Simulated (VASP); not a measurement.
# ScNbP2SO12 (Cc) in VASP: electric field gradients with PBE

Aim: the electric field gradients of ScNbP2SO12 with PBE.

Program: VASP 6.6.1. These are calculated values, not measurements. Logs are shortened: lines on timing, memory, paths and dates and some standing lists are left out, and cuts for length are marked.

**1. The cell of the first run**

The structure is monoclinic, space group Cc (No. 9). The conventional cell has a = 15.332 Å, b = 8.832 Å, c = 9.201 Å, α = 90.00°, β = 124.33°, γ = 90.00°. Within 2.7 Å of Sc (site symmetry 1) lie 6 O at 2.03 to 2.11 Å. Within 2.6 Å of Nb (site symmetry 1) lie 6 O at 1.93 to 2.21 Å. Within 2.0 Å of P (site symmetry 1) lie 4 O at 1.50 to 1.60 Å. P (site symmetry 1) has 4 O at 1.50 to 1.59 Å within 2.0 Å. S (site symmetry 1) has 4 O at 1.46 to 1.51 Å within 1.9 Å. O (site symmetry 1) has 1 P at 1.50 Å within 2.0 Å. Within 1.9 Å of O (site symmetry 1) lie 1 S at 1.46 Å. O (site symmetry 1) has 1 P at 1.51 Å within 2.0 Å.

**2. Electric field gradients, PBE**

INCAR

```
SYSTEM = ScNbP2SO12
PREC     = Accurate       ! precision mode
ENCUT    = 520            ! plane-wave cutoff, eV
EDIFF    = 1E-8           ! SCF threshold, eV
ISMEAR   = -1             ! smearing method
SIGMA    = 0.02           ! smearing width, eV
LREAL    = Auto         
LASPH    = .TRUE.         ! aspherical terms in the spheres
NELM     = 100            ! most SCF steps
ALGO     = Normal         ! electronic algorithm
ISIF     = 2              ! what is computed and relaxed
LWAVE    = .FALSE.        ! write WAVECAR
LCHARG   = .FALSE.        ! write CHGCAR
GGA      = PE             ! functional
LEFG     = .TRUE.       
NBANDS   = 135            ! bands
```

KPOINTS

```
regular mesh
0
G
  3 3 3
  0 0 0
```

POSCAR

```
ScNbP2SO12
1.0
    7.6659834101     -4.4162004100      0.0000000000
    7.6659834101      4.4162004100      0.0000000000
   -5.1887711582      0.0000000000      7.5989524584
Sc Nb P S O
2 2 4 2 24
Direct
    0.1406086900      0.6455000700      0.9329819300
    0.6455000700      0.1406086900      0.4329819300
    0.8439402200      0.3637685500      0.0708582500
    0.3637685500      0.8439402200      0.5708582500
    0.5328892800      0.4601362200      0.2472188200
    0.9630338200      0.7499616300      0.2470215400
    0.7499616300      0.9630338200      0.7470215400
    0.4601362200      0.5328892800      0.7472188200
    0.2479670800      0.0384145200      0.2494769200
    0.0384145200      0.2479670800      0.7494769200
    0.3711478600      0.4940496400      0.0867234100
    0.2234307600      0.8790919000      0.0921647200
    0.9943728800      0.7214525500      0.0870609100
    0.7214525500      0.9943728800      0.5870609100
    0.8790919000      0.2234307600      0.5921647200
    0.4940496400      0.3711478600      0.5867234100
    0.6378430100      0.5045455900      0.9150083100
    0.7736946200      0.1396404400      0.9139750200
    0.0121581000      0.2685931200      0.9074349000
    0.2685931200      0.0121581000      0.4074349000
    0.1396404400      0.7736946200      0.4139750200
    0.5045455900      0.6378430100      0.4150083100
    0.2920943200      0.5740287300      0.7814123000
    0.9124724100      0.7939460900      0.7808246900
    0.0704359200      0.4068924300      0.7748982800
    0.4068924300      0.0704359200      0.2748982800
    0.7939460900      0.9124724100      0.2808246900
    0.5740287300      0.2920943200      0.2814123000
    0.7099981300      0.4382307500      0.2221720700
    0.0794445900      0.2073250200      0.2232871700
    0.9393812800      0.5695098100      0.2174807900
    0.5695098100      0.9393812800      0.7174807900
    0.2073250200      0.0794445900      0.7232871700
    0.4382307500      0.7099981300      0.7221720700
```

Potentials or basis: VASP PAW PBE potentials, release 64 (Sc_sv, Nb_sv, P, S, O).

Run with:

```sh
> cat potpaw_PBE.64/Sc_sv/POTCAR potpaw_PBE.64/Nb_sv/POTCAR potpaw_PBE.64/P/POTCAR potpaw_PBE.64/S/POTCAR potpaw_PBE.64/O/POTCAR > POTCAR
> mpirun -np 1 vasp_std > vasp.out
```

OUTCAR:

```text
SYSTEM = ScNbP2SO12
   PREC = Accurate
   ENCUT = 520
   EDIFF = 1E-8
   ISMEAR = -1
   LREAL = Auto
   LASPH = .TRUE.
   NELM = 100
   ISIF = 2
   GGA = PE

 ion  position               nearest neighbor table
   1  0.141  0.646  0.933-  13 2.03  24 2.03  11 2.06  23 2.06  25 2.10  12 2.11
   2  0.646  0.141  0.433-  14 2.03  27 2.03  16 2.06  28 2.06  26 2.10  15 2.11
   3  0.844  0.364  0.071-  29 1.93  17 1.96  31 1.97  18 1.99  30 2.09  19 2.21
   4  0.364  0.844  0.571-  34 1.93  22 1.96  32 1.97  21 1.99  33 2.09  20 2.21
   5  0.533  0.460  0.247-  28 1.50  11 1.50  22 1.59  29 1.60
   6  0.963  0.750  0.247-  27 1.50  13 1.51  21 1.59  31 1.59
   7  0.750  0.963  0.747-  24 1.50  14 1.51  18 1.59  32 1.59
   8  0.460  0.533  0.747-  23 1.50  16 1.50  17 1.59  34 1.60
   9  0.248  0.038  0.249-  26 1.46  12 1.46  20 1.49  30 1.51
  10  0.038  0.248  0.749-  25 1.46  15 1.46  19 1.49  33 1.51
  11  0.371  0.494  0.087-   5 1.50   1 2.06
  12  0.223  0.879  0.092-   9 1.46   1 2.11
  13  0.994  0.721  0.087-   6 1.51   1 2.03
  14  0.721  0.994  0.587-   7 1.51   2 2.03
  15  0.879  0.223  0.592-  10 1.46   2 2.11
  16  0.494  0.371  0.587-   8 1.50   2 2.06
[... 16 lines left out ...]
  33  0.207  0.079  0.723-  10 1.51   4 2.09
  34  0.438  0.710  0.722-   8 1.60   4 1.93

  LATTYP: Found a base centered monoclinic cell.
 ALAT       =    15.3319668202
 B/A-ratio  =     0.5760774807
 C/A-ratio  =     0.6001506822
 COS(beta)  =    -0.5639055156

  Lattice vectors:

 A1 = (   7.6659834101,  -4.4162004100,   0.0000000000)
 A2 = (   7.6659834101,   4.4162004100,   0.0000000000)
 A3 = (  -5.1887711582,   0.0000000000,   7.5989524584)

Analysis of symmetry for initial positions (statically):
=====================================================================
 Subroutine PRICEL returns:
 Original cell was already a primitive cell.

 Routine SETGRP: Setting up the symmetry group for a
 base centered monoclinic supercell.

 Subroutine GETGRP returns: Found  2 space group operations
 (whereof  1 operations were pure point group operations)
 out of a pool of  4 trial point group operations.

The static configuration has the point symmetry C_1 .
 The point group associated with its full space group is C_1h.

Analysis of symmetry for dynamics (positions and initial velocities):
=====================================================================
 Subroutine PRICEL returns:
 Original cell was already a primitive cell.

 Routine SETGRP: Setting up the symmetry group for a
 base centered monoclinic supercell.

 Subroutine GETGRP returns: Found  2 space group operations
 (whereof  1 operations were pure point group operations)
 out of a pool of  4 trial point group operations.

The dynamic configuration has the point symmetry C_1 .
 The point group associated with its full space group is C_1h.

 Subroutine INISYM returns: Found  2 space group operations
 (whereof  1 operations are pure point group operations),
 and found     1 'primitive' translations

----------------------------------------------------------------------------------------

                                     Primitive cell

  volume of cell :     514.5178

  direct lattice vectors                    reciprocal lattice vectors
     7.665983410 -4.416200410  0.000000000     0.065223204 -0.113219499  0.044536175
     7.665983410  4.416200410  0.000000000     0.065223204  0.113219499  0.044536175
    -5.188771158  0.000000000  7.598952458     0.000000000  0.000000000  0.131597086

  length of vectors
     8.847040618  8.847040618  9.201490347     0.138044168  0.138044168  0.131597086

  position of ions in fractional coordinates (direct lattice)
     0.140608690  0.645500070  0.932981930
     0.645500070  0.140608690  0.432981930
     0.843940220  0.363768550  0.070858250
     0.363768550  0.843940220  0.570858250
     0.532889280  0.460136220  0.247218820
     0.963033820  0.749961630  0.247021540
[... 26 lines left out ...]
     0.207325020  0.079444590  0.723287170
     0.438230750  0.709998130  0.722172070

  ion indices of the primitive-cell ions
   primitive index   ion index
                 1           1
[... 90 lines left out ...]
   EDIFF  = 0.1E-07   stopping-criterion for ELM
   LREAL  =      T    real-space projection
   EDIFFG = 0.1E-06   stopping-criterion for IOM
   NSW    =      0    number of steps for IOM
   IBRION =     -1    ionic relax: 0-MD 1-quasi-New 2-CG
   NFREE  =      0    steps in history (QN), initial steepest desc. (CG)
   ISIF   =      2    stress and relaxation
   ISYM   =      2    0-nonsym 1-usesym 2-fastsym
   POTIM  = 0.5000    time-step for ionic-motion
   TEBEG  =    0.0;   TEEND  =   0.0 temperature during run
   PSTRESS=    0.0 pullay stress
   NELECT =     224.0000    total number of electrons
   NUPDOWN=      -1.0000    fix difference up-down
   EMIN   =  10.00;   EMAX   =-10.00  energy-range for DOS
   EFERMI =   0.00;   METHOD = LEGACY
   ISMEAR =    -1;   SIGMA  =   0.02  broadening in eV -4-tet -1-fermi 0-gaus
   EFERMI_NEDOS =   21; number of points for ismear=-14 and -15
   IALGO  =     38    algorithm
   IMIX   =      4    mixing-type and parameters
     AMIX     =   0.40;   BMIX     =  1.00
     AMIX_MAG =   1.60;   BMIX_MAG =  1.00
  volume/ion in A,a.u.               =      15.13       102.12
  Fermi-wavevector in a.u.,A,eV,Ry     =   1.240768  2.344712 20.946253  1.539506
  Thomas-Fermi vector in A             =   2.375195
   LORBIT       =      0    0 simple, 1 ext, 2 COOP (PROOUT), +10 PAW based schemes
   GGA     = PE    functional components
   LHFCALC =     F    Hartree Fock is set to
   AEXX    =    0.0000 exact exchange contribution
   IVDW    =     0    specifies the selected vdW correction
   LEPSILON=     F    determine dielectric tensor
   LRPA    =     F    only Hartree local field effects (RPA)
 non-spin polarized calculation
  energy-cutoff  :      520.00
  volume of cell :      514.52
 maximum number of plane-waves:     13905
 NGX is ok and might be reduce to    70
   NGX = 33   NGY = 33   NGZ = 35

 number of electron     223.9999999 magnetization

 Free energy of the ion-electron system (eV)
  ---------------------------------------------------
  ext. energy  EPLUGINS =         0.00000000
  ---------------------------------------------------
  free energy    TOTEN  =      -261.74587026 eV

  energy without entropy =     -261.74587026  energy(sigma->0) =     -261.74587026

 E-fermi :   0.7945     XC(G=0):  -8.5203

 val. band max:        0.1435035613   @ k =   0.3333   0.3333  -0.0000
 cond. band min:       2.6393477557   @ k =   0.3333   0.3333  -0.0000
 fundamental gap:      2.4958441944
 Fermi energy:         0.7944858470

 k-point     1 :       0.0000    0.0000    0.0000
  band No.  band energies     occupation
      1     -55.8576      2.00000
      2     -55.8576      2.00000
      3     -47.3278      2.00000
      4     -47.3278      2.00000
      5     -31.9349      2.00000
      6     -31.9340      2.00000
[... 1259 lines left out ...]
    123       5.5027      0.00000
    124       5.5622      0.00000
 [bands above 124 left out]

------------------------ aborting loop because EDIFF is reached ----------------------------------------

  FORCE on cell =-STRESS in cart. coord.  units (eV):
  Direction    XX          YY          ZZ          XY          YZ          ZX
  --------------------------------------------------------------------------------------
  -------------------------------------------------------------------------------------
  Total       -3.1543651     -2.3174443     -3.6681025      0.0000000      0.0000000      0.0445705
  in kB       -9.8225030     -7.2163821    -11.4222504      0.0000000      0.0000000      0.1387899
  external PRESSURE =      -9.4870452 kB  Pullay stress =       0.0000000 kB

 VOLUME and BASIS-vectors are now :
 -----------------------------------------------------------------------------
  energy-cutoff  :      520.00
  volume of cell :      514.52
      direct lattice vectors                 reciprocal lattice vectors
     7.665983410 -4.416200410  0.000000000     0.065223204 -0.113219499  0.044536175
     7.665983410  4.416200410  0.000000000     0.065223204  0.113219499  0.044536175
    -5.188771158  0.000000000  7.598952458     0.000000000  0.000000000  0.131597086

 POSITION                                       TOTAL-FORCE (eV/Angst)
 -----------------------------------------------------------------------------------
      1.18527      2.22970      7.08969         0.054047     -0.029897     -0.182616
      3.77965     -2.22970      3.29021         0.054047      0.029897     -0.182616
      8.89061     -2.12053      0.53845        -0.054863      0.245587      0.131160
      6.29622      2.12053      4.33792        -0.054863     -0.245587      0.131160
      6.32976     -0.32129      1.87860        -0.037260      0.043601     -0.110001
     11.85006     -0.94097      1.87710        -0.005497     -0.031043     -0.105012
[... 26 lines left out ...]
     -1.55460     -0.56475      5.49622        -0.084953     -0.334082     -0.153319
      5.05512      1.20018      5.48775         0.472703      0.170186     -0.261059
 -----------------------------------------------------------------------------------
    total drift:                               -0.009098      0.000000     -0.011522

  FREE ENERGIE OF THE ION-ELECTRON SYSTEM (eV)
  ---------------------------------------------------
  free  energy   TOTEN  =      -261.7458702578 eV

  energy  without entropy=     -261.7458702578  energy(sigma->0) =     -261.74587026

 Electric field gradients (V/A^2)
---------------------------------------------------------------------
 ion       V_xx      V_yy      V_zz      V_xy      V_xz      V_yz
---------------------------------------------------------------------
   1       9.164   -15.792     6.628    12.924    24.818    10.703
   2       9.164   -15.792     6.628   -12.924    24.818   -10.703
   3     -24.903    21.320     3.584   -38.751   -58.801    -3.317
   4     -24.903    21.320     3.584    38.751   -58.801     3.317
   5       8.736    -8.162    -0.575   -30.584    12.684    38.224
   6      16.689   -18.073     1.383    18.985    23.759   -25.143
[... 26 lines left out ...]
  33     -75.995   132.319   -56.324   -22.690   -10.879    45.354
  34      37.172    -3.684   -33.487    61.912   -31.393   -19.346
---------------------------------------------------------------------

 Electric field gradients after diagonalization (V/A^2)
 (convention: |V_zz| > |V_xx| > |V_yy|)
----------------------------------------------------------------------
 ion       V_xx      V_yy      V_zz     asymmetry (V_yy - V_xx)/ V_zz
----------------------------------------------------------------------
   1     -21.281   -16.682    37.963       0.121
   2     -21.281   -16.682    37.963       0.121
   3      63.231    18.537   -81.768       0.547
   4      63.231    18.537   -81.768       0.547
   5      40.286    17.431   -57.717       0.396
   6      34.007    14.513   -48.520       0.402
[... 26 lines left out ...]
  33     -80.868   -64.510   145.379       0.113
  34     -49.695   -42.968    92.663       0.073
----------------------------------------------------------------------

           NMR quadrupolar parameters

 Cq : quadrupolar parameter    Cq=e*Q*V_zz/h
 eta: asymmetry parameters     (V_yy - V_xx)/ V_zz
 Q  : nuclear electric quadrupole moment in mb (millibarn)
----------------------------------------------------------------------
 ion       Cq(MHz)       eta       Q (mb)
----------------------------------------------------------------------
   1       0.092       0.121       1.000
   2       0.092       0.121       1.000
   3      -0.198       0.547       1.000
   4      -0.198       0.547       1.000
   5      -0.140       0.396       1.000
   6      -0.117       0.402       1.000
[... 26 lines left out ...]
  33       0.352       0.113       1.000
  34       0.224       0.073       1.000
----------------------------------------------------------------------
```

It took 27 min on 1 thread of Intel Xeon Platinum 8488C (Sapphire Rapids), shared host; peak memory 0.98 GiB.

Results:

```yaml
Free_energy: -261.7459 eV
Pressure: -0.9 GPa
Largest_force: 0.566 eV/Å
Band_gap_on_the_k_mesh: 2.50 eV, direct
```

Forces on the atoms (eV/Å):
```
Sc   0.054 -0.030 -0.183
Sc   0.054  0.030 -0.183
Nb  -0.055  0.246  0.131
Nb  -0.055 -0.246  0.131
P   -0.037  0.044 -0.110
P   -0.005 -0.031 -0.105
P   -0.005  0.031 -0.105
P   -0.037 -0.044 -0.110
S   -0.096 -0.082 -0.101
S   -0.096  0.082 -0.101
O    0.019  0.059  0.041
O    0.004  0.110  0.088
O    0.011 -0.033  0.027
O    0.011  0.033  0.027
O    0.004 -0.110  0.088
O    0.019 -0.059  0.041
O    0.020 -0.419  0.331
O    0.365  0.289  0.315
O   -0.215  0.017  0.178
O   -0.215 -0.017  0.178
O    0.365 -0.289  0.315
O    0.020  0.419  0.331
O    0.020  0.047  0.066
O   -0.042  0.001  0.040
O   -0.070 -0.104 -0.019
O   -0.070  0.104 -0.019
O   -0.042 -0.001  0.040
O    0.020 -0.047  0.066
O    0.473 -0.170 -0.261
O   -0.085  0.334 -0.153
O   -0.359 -0.315 -0.284
O   -0.359  0.315 -0.284
O   -0.085 -0.334 -0.153
O    0.473  0.170 -0.261
```

Electric field gradients, principal values (V/Å²):
```
atom    least   middle  greatest (by size)
1 Sc  -16.682  -21.281              37.963
2 Sc  -16.682  -21.281              37.963
3 Nb   18.537   63.231             -81.768
4 Nb   18.537   63.231             -81.768
 5 P   17.431   40.286             -57.717
 6 P   14.513   34.007             -48.520
 7 P   14.513   34.007             -48.520
 8 P   17.431   40.286             -57.717
 9 S    8.290   19.339             -27.629
10 S    8.290   19.339             -27.629
11 O  -41.030  -45.102              86.132
12 O  -63.836  -70.794             134.631
13 O  -38.643  -47.199              85.842
14 O  -38.643  -47.199              85.842
15 O  -63.836  -70.794             134.631
16 O  -41.030  -45.102              86.132
17 O  -44.550  -51.111              95.661
18 O  -42.289  -50.953              93.242
19 O  -66.890  -82.220             149.110
20 O  -66.890  -82.220             149.110
21 O  -42.289  -50.953              93.242
22 O  -44.550  -51.111              95.661
23 O  -42.299  -43.885              86.184
24 O  -38.709  -47.375              86.084
25 O  -63.690  -70.878             134.568
26 O  -63.690  -70.878             134.568
27 O  -38.709  -47.375              86.084
28 O  -42.299  -43.885              86.184
29 O  -42.968  -49.695              92.663
30 O  -64.510  -80.868             145.379
31 O  -42.479  -48.824              91.303
32 O  -42.479  -48.824              91.303
33 O  -64.510  -80.868             145.379
34 O  -42.968  -49.695              92.663
```

Caveat: without QUAD_EFG the Cq values of the log hold for a quadrupole moment of 1 mb, not for the nuclei. A k mesh can miss the band edges.
